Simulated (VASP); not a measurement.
Input of a VASP 6.6.1 run:

File INCAR:

```
SYSTEM = ScCu
PREC = Accurate
ENCUT = 520
EDIFF = 1E-8
ISMEAR = -1
SIGMA = 0.05
LREAL = .False.
LASPH = .True.
NELM = 60
ALGO = Normal
ISIF = 2
LWAVE = .False.
LCHARG = .False.
GGA = CA
LEFG = .True.
NBANDS = 18
```

KPOINTS

```
regular mesh
0
Gamma
  11 11 11
  0 0 0
```

POSCAR

```
ScCu
1.0
    3.2560000000      0.0000000000      0.0000000000
    0.0000000000      3.2560000000      0.0000000000
    0.0000000000      0.0000000000      3.2560000000
Sc Cu
1 1
Direct
    0.5000000000      0.5000000000      0.5000000000
    0.0000000000      0.0000000000      0.0000000000
```

Potentials or basis: VASP PAW LDA potentials, release 64 (Sc_sv, Cu).

Command:

```sh
$ cat potpaw_LDA.64/Sc_sv/POTCAR potpaw_LDA.64/Cu/POTCAR > POTCAR
$ mpirun -np 1 vasp_std > vasp.out
```

What does it give for the pressure?

-7.1 GPa.

Estimate the band gap on the k mesh.

zero (band 11 reaches 5.77 eV, above the bottom of band 12 at 3.95 eV).

Caveat: without QUAD_EFG the Cq values of the log hold for a quadrupole moment of 1 mb, not for the nuclei.
